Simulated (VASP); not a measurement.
# MgS (P4_2/mbc) in VASP: settings compared, part 2 of 2

VASP 6.6.1.

## Step 3: Single point, PBE

INCAR

```
SYSTEM = MgS
ALGO = Normal
EDIFF = 1E-6
ENCUT = 600
GGA = PE
GGA_COMPAT = .FALSE.
ISIF = 2
ISMEAR = 0
LASPH = .TRUE.
LCHARG = .TRUE.
LELF = .TRUE.
LREAL = .FALSE.
LVHAR = .TRUE.
LWAVE = .FALSE.
NBANDS = 46
NELM = 120
PREC = Accurate
SIGMA = 0.02
```

KPOINTS

```
k-points
0
G
  4 4 4
  0 0 0
```

POSCAR

```
MgS
1.0
    8.5608248997      0.0000000000      0.0000000000
    0.0000000000      8.5608248997      0.0000000000
    0.0000000000      0.0000000000      5.2526159250
Mg S
8 8
Direct
    0.6431925776      0.6432100275      0.0000000000
    0.8567899725      0.8568074224      0.5000000000
    0.3568074224      0.3567899725      0.0000000000
    0.1432100275      0.1431925776      0.5000000000
    0.6432100275      0.3568074224      0.5000000000
    0.8568074224      0.1432100275      0.0000000000
    0.3567899725      0.6431925776      0.5000000000
    0.1431925776      0.8567899725      0.0000000000
    0.1512140556      0.8485536356      0.5000000000
    0.3485536356      0.6512140556      0.0000000000
    0.8487859444      0.1514463644      0.5000000000
    0.6514463644      0.3487859444      0.0000000000
    0.1514463644      0.1512140556      0.0000000000
    0.3487859444      0.3485536356      0.5000000000
    0.8485536356      0.8487859444      0.0000000000
    0.6512140556      0.6514463644      0.5000000000
```

Potentials or basis: VASP PAW PBE potentials, release 64 (Mg, S).

Started as:

```console
$ cat potpaw_PBE.64/Mg/POTCAR potpaw_PBE.64/S/POTCAR > POTCAR
$ mpirun -np 1 vasp_std > vasp.out
```

OUTCAR:

```text
SYSTEM = MgS
   EDIFF = 1E-6
   ENCUT = 600
   GGA = PE
   ISIF = 2
   ISMEAR = 0
   LASPH = .TRUE.
   LREAL = .FALSE.
   NELM = 120
   PREC = Accurate

 ion  position               nearest neighbor table
   1  0.643  0.643  0.000-  15 2.49  12 2.52  10 2.52  16 2.63  16 2.63   3 3.47   7 3.59   5 3.59
                             7 3.59   5 3.59
   2  0.857  0.857  0.500-  16 2.49   9 2.52  11 2.52  15 2.63  15 2.63   4 3.47   8 3.59   6 3.59
                             8 3.59   6 3.59
   3  0.357  0.357  0.000-  13 2.49  10 2.52  12 2.52  14 2.63  14 2.63   1 3.47   7 3.59   5 3.59
                             7 3.59   5 3.59
[... 1087 lines left out ...]
  Total       -0.3511845     -0.3511845     -0.3469895      0.0000000      0.0000000      0.0000000
  in kB       -1.4616355     -1.4616355     -1.4441756      0.0000000      0.0000000      0.0000000
  external PRESSURE =      -1.4558155 kB  Pullay stress =       0.0000000 kB

 VOLUME and BASIS-vectors are now :
 -----------------------------------------------------------------------------
  energy-cutoff  :      600.00
  volume of cell :      384.95
      direct lattice vectors                 reciprocal lattice vectors
     8.560824900  0.000000000  0.000000000     0.116811173  0.000000000  0.000000000
     0.000000000  8.560824900  0.000000000     0.000000000  0.116811173  0.000000000
     0.000000000  0.000000000  5.252615925     0.000000000  0.000000000  0.190381329

 POSITION                                       TOTAL-FORCE (eV/Angst)
 -----------------------------------------------------------------------------------
      5.50626      5.50641      0.00000        -0.007469     -0.002455     -0.000000
      7.33483      7.33498      2.62631         0.002455      0.007469      0.000000
      3.05457      3.05442      0.00000         0.007469      0.002455      0.000000
      1.22600      1.22585      2.62631        -0.002455     -0.007469     -0.000000
      5.50641      3.05457      2.62631        -0.002455      0.007469     -0.000000
      7.33498      1.22600      0.00000         0.007469     -0.002455      0.000000
[... 8 lines left out ...]
      7.26432      7.26631      0.00000         0.002878     -0.001854      0.000000
      5.57493      5.57692      2.62631         0.001854     -0.002878     -0.000000
 -----------------------------------------------------------------------------------
    total drift:                                0.000000      0.000000     -0.000000

  FREE ENERGIE OF THE ION-ELECTRON SYSTEM (eV)
  ---------------------------------------------------
  free  energy   TOTEN  =       -66.7427268930 eV

  energy  without entropy=      -66.7427268930  energy(sigma->0) =      -66.74272689
```

OSZICAR:

```text
N       E                     dE             d eps       ncg     rms          rms(c)
DAV:   1     0.332887405451E+03    0.33289E+03   -0.25760E+04  1656   0.126E+03
DAV:   2    -0.286969036529E+02   -0.36158E+03   -0.34135E+03  2228   0.190E+02
DAV:   3    -0.700660041753E+02   -0.41369E+02   -0.41123E+02  2088   0.689E+01
DAV:   4    -0.711210234252E+02   -0.10550E+01   -0.10520E+01  2128   0.127E+01
DAV:   5    -0.711529064840E+02   -0.31883E-01   -0.31869E-01  2050   0.230E+00    0.123E+01
DAV:   6    -0.671643752988E+02    0.39885E+01   -0.80709E+00  1966   0.762E+00    0.974E+00
DAV:   7    -0.667076535893E+02    0.45672E+00   -0.20223E+00  2016   0.390E+00    0.635E+00
DAV:   8    -0.667346361970E+02   -0.26983E-01   -0.13925E-01  1974   0.153E+00    0.181E+00
DAV:   9    -0.667339140019E+02    0.72220E-03   -0.97896E-03  2052   0.367E-01    0.350E-01
DAV:  10    -0.667419654008E+02   -0.80514E-02   -0.87681E-03  1800   0.326E-01    0.596E-02
DAV:  11    -0.667424894445E+02   -0.52404E-03   -0.36240E-04  1972   0.708E-02    0.778E-02
DAV:  12    -0.667425409842E+02   -0.51540E-04   -0.37074E-05  2032   0.208E-02    0.484E-02
DAV:  13    -0.667427225376E+02   -0.18155E-03   -0.17591E-04  1824   0.565E-02    0.325E-02
DAV:  14    -0.667427267082E+02   -0.41706E-05   -0.18162E-05  1972   0.163E-02    0.181E-02
DAV:  15    -0.667427268930E+02   -0.18483E-06   -0.24820E-06  1538   0.726E-03
   1 F= -.66742727E+02 E0= -.66742727E+02  d E =-.776818E-20
```

stdout:

```text
POSCAR found type information on POSCAR MgS
 POSCAR found :  2 types and      16 ions
 scaLAPACK will be used
 LDA part: xc-table for (Slater+PW92), standard interpolation
 POSCAR, INCAR and KPOINTS ok, starting setup
 FFT: planning ... GRIDC
 FFT: planning ... GRID_SOFT
 FFT: planning ... GRID
 WAVECAR not read
 entering main loop
```

It took 13 min on 1 thread of Intel Xeon 8259CL, shared host; peak memory 0.65 GiB.

Results:

```
Free energy            : -66.7427 eV
Pressure               : -0.1 GPa
Largest force          : 0.008 eV/Å
Band gap on the k mesh : 2.94 eV
```

Forces on the atoms (eV/Å):
```
Mg  -0.007 -0.002  0.000
Mg   0.002  0.007  0.000
Mg   0.007  0.002  0.000
Mg  -0.002 -0.007  0.000
Mg  -0.002  0.007  0.000
Mg   0.007 -0.002  0.000
Mg   0.002 -0.007  0.000
Mg  -0.007  0.002  0.000
S    0.002  0.003  0.000
S    0.003  0.002  0.000
S   -0.002 -0.003  0.000
S   -0.003 -0.002  0.000
S   -0.003  0.002  0.000
S   -0.002  0.003  0.000
S    0.003 -0.002  0.000
S    0.002 -0.003  0.000
```

A k mesh can miss the band edges.

## Step 4: Single point, PBE

INCAR

```
PREC = Accurate ; ENCUT = 600
EDIFF = 1E-6 ; ISMEAR = 0
SIGMA = 0.02 ; LREAL = F
LASPH = T ; NELM = 120
ALGO = Normal ; ISIF = 2
LWAVE = F ; LCHARG = F
GGA = PE ; NBANDS = 46
GGA_COMPAT = F
```

KPOINTS

```
regular mesh
0
Gamma
  4 4 4
```

POSCAR is that of step 3.

Potentials or basis: VASP PAW PBE potentials, release 64 (Mg, S).

Started as:

```console
$ cat potpaw_PBE.64/Mg/POTCAR potpaw_PBE.64/S/POTCAR > POTCAR
$ mpirun -np 1 vasp_std > vasp.out
```

OUTCAR:

```text
PREC = Accurate
   ENCUT = 600
   EDIFF = 1E-6
   ISMEAR = 0
   LREAL = F
   LASPH = T
   NELM = 120
   ISIF = 2
   GGA = PE

 ion  position               nearest neighbor table
   1  0.643  0.643  0.000-  15 2.49  12 2.52  10 2.52  16 2.63  16 2.63   3 3.47   7 3.59   5 3.59
                             7 3.59   5 3.59
   2  0.857  0.857  0.500-  16 2.49   9 2.52  11 2.52  15 2.63  15 2.63   4 3.47   8 3.59   6 3.59
                             8 3.59   6 3.59
   3  0.357  0.357  0.000-  13 2.49  10 2.52  12 2.52  14 2.63  14 2.63   1 3.47   7 3.59   5 3.59
                             7 3.59   5 3.59
   4  0.143  0.143  0.500-  14 2.49  11 2.52   9 2.52  13 2.63  13 2.63   2 3.47   8 3.59   6 3.59
                             8 3.59   6 3.59
   5  0.643  0.357  0.500-  11 2.49  14 2.52  16 2.52  12 2.63  12 2.63   7 3.47   1 3.59   1 3.59
                             3 3.59   3 3.59
   6  0.857  0.143  0.000-  12 2.49  15 2.52  13 2.52  11 2.63  11 2.63   8 3.47   2 3.59   2 3.59
                             4 3.59   4 3.59
   7  0.357  0.643  0.500-   9 2.49  16 2.52  14 2.52  10 2.63  10 2.63   5 3.47   1 3.59   1 3.59
                             3 3.59   3 3.59
   8  0.143  0.857  0.000-  10 2.49  13 2.52  15 2.52   9 2.63   9 2.63   6 3.47   2 3.59   2 3.59
                             4 3.59   4 3.59
[... 231 lines left out ...]
      6      -9.4981      2.00000
[... 835 lines left out ...]
     43       7.9610      0.00000
     44       7.9707      0.00000
 [bands above 44 left out]

------------------------ aborting loop because EDIFF is reached ----------------------------------------

  FORCE on cell =-STRESS in cart. coord.  units (eV):
  Direction    XX          YY          ZZ          XY          YZ          ZX
  --------------------------------------------------------------------------------------
  -------------------------------------------------------------------------------------
  Total       -0.3511845     -0.3511845     -0.3469895      0.0000000      0.0000000      0.0000000
  in kB       -1.4616355     -1.4616355     -1.4441756      0.0000000      0.0000000      0.0000000
  external PRESSURE =      -1.4558155 kB  Pullay stress =       0.0000000 kB

 VOLUME and BASIS-vectors are now :
 -----------------------------------------------------------------------------
  energy-cutoff  :      600.00
  volume of cell :      384.95
      direct lattice vectors                 reciprocal lattice vectors
     8.560824900  0.000000000  0.000000000     0.116811173  0.000000000  0.000000000
     0.000000000  8.560824900  0.000000000     0.000000000  0.116811173  0.000000000
     0.000000000  0.000000000  5.252615925     0.000000000  0.000000000  0.190381329

 POSITION                                       TOTAL-FORCE (eV/Angst)
 -----------------------------------------------------------------------------------
      5.50626      5.50641      0.00000        -0.007469     -0.002455     -0.000000
      7.33483      7.33498      2.62631         0.002455      0.007469      0.000000
      3.05457      3.05442      0.00000         0.007469      0.002455      0.000000
      1.22600      1.22585      2.62631        -0.002455     -0.007469     -0.000000
      5.50641      3.05457      2.62631        -0.002455      0.007469     -0.000000
      7.33498      1.22600      0.00000         0.007469     -0.002455      0.000000
[... 8 lines left out ...]
      7.26432      7.26631      0.00000         0.002878     -0.001854      0.000000
      5.57493      5.57692      2.62631         0.001854     -0.002878     -0.000000
 -----------------------------------------------------------------------------------
    total drift:                                0.000000      0.000000     -0.000000

  FREE ENERGIE OF THE ION-ELECTRON SYSTEM (eV)
  ---------------------------------------------------
  free  energy   TOTEN  =       -66.7427268930 eV

  energy  without entropy=      -66.7427268930  energy(sigma->0) =      -66.74272689
```

stdout:

```text
POSCAR found type information on POSCAR MgS
 POSCAR found :  2 types and      16 ions
 scaLAPACK will be used
 LDA part: xc-table for (Slater+PW92), standard interpolation
 POSCAR, INCAR and KPOINTS ok, starting setup
 FFT: planning ... GRIDC
 FFT: planning ... GRID_SOFT
 FFT: planning ... GRID
 WAVECAR not read
 entering main loop
```

It took 13 min on 1 thread of Intel Xeon 8259CL, shared host; peak memory 0.65 GiB.

Results:

```
Free energy            : -66.7427 eV
Pressure               : -0.1 GPa
Largest force          : 0.008 eV/Å
Band gap on the k mesh : 2.94 eV
```

Forces on the atoms (eV/Å):
```
Mg  -0.007 -0.002  0.000
Mg   0.002  0.007  0.000
Mg   0.007  0.002  0.000
Mg  -0.002 -0.007  0.000
Mg  -0.002  0.007  0.000
Mg   0.007 -0.002  0.000
Mg   0.002 -0.007  0.000
Mg  -0.007  0.002  0.000
S    0.002  0.003  0.000
S    0.003  0.002  0.000
S   -0.002 -0.003  0.000
S   -0.003 -0.002  0.000
S   -0.003  0.002  0.000
S   -0.002  0.003  0.000
S    0.003 -0.002  0.000
S    0.002 -0.003  0.000
```

Levels at points of the mesh, in eV from the valence-band top:
```csv
k point,band 28,band 29,band 30,band 31,band 32,band 33,band 34,band 35,band 36,band 37
"(0.00, 0.00, 0.00)",-0.68,-0.65,-0.65,-0.63,0.00,2.94,3.00,4.32,4.32,4.43
"(0.50, 0.00, 0.00)",-0.89,-0.63,-0.63,-0.48,-0.48,3.84,3.84,3.98,3.98,4.35
"(0.50, 0.50, 0.00)",-0.77,-0.58,-0.58,-0.49,-0.49,3.57,3.57,4.11,4.11,4.70
"(0.00, 0.00, 0.50)",-0.53,-0.42,-0.42,-0.42,-0.42,4.57,4.57,4.95,4.95,5.10
"(0.50, 0.00, 0.50)",-0.80,-0.42,-0.42,-0.42,-0.42,4.71,4.71,4.71,4.71,5.64
"(0.50, 0.50, 0.50)",-1.17,-0.38,-0.38,-0.38,-0.38,4.44,4.44,4.44,4.44,5.19
```

A k mesh can miss the band edges.

## Step 5: Single point, r2SCAN

POSCAR is that of step 4.

INCAR.step1

```
PREC = Accurate ; ENCUT = 660
ISMEAR = 0 ; SIGMA = 0.02
LREAL = F ; LASPH = T
NELM = 120 ; NBANDS = 46
GGA = PE ; ALGO = Normal
EDIFF = 1E-5 ; LWAVE = T
LCHARG = F ; GGA_COMPAT = F
```

INCAR.step2

```
PREC = Accurate ; ENCUT = 660
EDIFF = 1E-6 ; ISMEAR = 0
SIGMA = 0.02 ; LREAL = F
LASPH = T ; NELM = 120
ALGO = Normal ; ISIF = 2
LWAVE = F ; LCHARG = F
METAGGA = R2SCAN ; LMIXTAU = T
NBANDS = 46 ; ISTART = 1
GGA_COMPAT = F
```

KPOINTS

```
Automatic mesh
0
Gamma
  4 4 4
```

Started as:

```console
$ cat potpaw_PBE.64/Mg/POTCAR potpaw_PBE.64/S/POTCAR > POTCAR
$ cp INCAR.step1 INCAR
$ mpirun -np 1 vasp_std > vasp.out
$ cp INCAR.step2 INCAR
$ mpirun -np 1 vasp_std > vasp.out
```

Run time: 22 min. Hardware: 1 thread of Intel Xeon Platinum 8488C (Sapphire Rapids), shared host; peak memory 0.8 GiB.

Results (log left out):

```
Free energy            : -122.3133 eV
Pressure               : -1.2 GPa
Largest force          : 0.030 eV/Å
Band gap on the k mesh : 3.44 eV
```

Forces in eV/Å, atoms in the order of the input:
```
Mg  -0.007 -0.002  0.000
Mg   0.002  0.007  0.000
Mg   0.007  0.002  0.000
Mg  -0.002 -0.007  0.000
Mg  -0.002  0.007  0.000
Mg   0.007 -0.002  0.000
Mg   0.002 -0.007  0.000
Mg  -0.007  0.002  0.000
S   -0.019  0.024  0.000
S    0.024 -0.019  0.000
S    0.019 -0.024  0.000
S   -0.024  0.019  0.000
S   -0.024 -0.019  0.000
S    0.019  0.024  0.000
S    0.024  0.019  0.000
S   -0.019 -0.024  0.000
```

Stress tensor (GPa, compression positive):
```
-1.16  0.00  0.00
 0.00 -1.16  0.00
 0.00  0.00 -1.24
```

Levels at points of the mesh, in eV from the valence-band top:
```tsv
k point	band 28	band 29	band 30	band 31	band 32	band 33	band 34	band 35	band 36	band 37
(0.00, 0.00, 0.00)	-0.70	-0.68	-0.68	-0.67	0.00	3.44	3.63	4.90	4.90	5.00
(0.50, 0.00, 0.00)	-0.92	-0.66	-0.66	-0.48	-0.48	4.35	4.35	4.47	4.47	5.05
(0.50, 0.50, 0.00)	-0.78	-0.61	-0.61	-0.51	-0.51	4.17	4.17	4.48	4.48	5.43
(0.00, 0.00, 0.50)	-0.56	-0.44	-0.44	-0.44	-0.44	5.00	5.00	5.58	5.58	5.63
(0.50, 0.00, 0.50)	-0.82	-0.45	-0.45	-0.45	-0.45	5.11	5.11	5.12	5.12	6.22
(0.50, 0.50, 0.50)	-1.19	-0.40	-0.40	-0.40	-0.40	4.83	4.83	4.83	4.83	5.82
```

Caveat: the PAW data sets were made with another functional, which shifts forces and pressure a little.

## Step 6: Overview

```csv
level,cell,k mesh,cutoff (eV),smearing,gap on the mesh (eV),pressure (GPa),largest force (eV/Å)
PBE,"a = 8.562, b = 8.562, c = 5.260 Å, 16 atoms, atomic positions A",2 × 2 × 4,600,gaussian 0.1 eV,2.92,-0.2,0.01
PBE,"a = 8.561, b = 8.561, c = 5.253 Å, 16 atoms, atomic positions B",4 × 4 × 4,600,gaussian 0.02 eV,2.94,-0.1,0.01
r2SCAN,"a = 8.561, b = 8.561, c = 5.253 Å, 16 atoms, atomic positions B",4 × 4 × 4,660,gaussian 0.02 eV,3.44,-1.2,0.03
```

Alike in all rows: task single point; potentials or basis VASP PAW PBE potentials, release 64 (Mg, S); no spin polarisation.

Caveats: the PAW data sets were made with another functional, which shifts forces and pressure a little (at least some runs).

Total energies depend on the potentials used, so only differences within one code and one set of settings carry meaning.
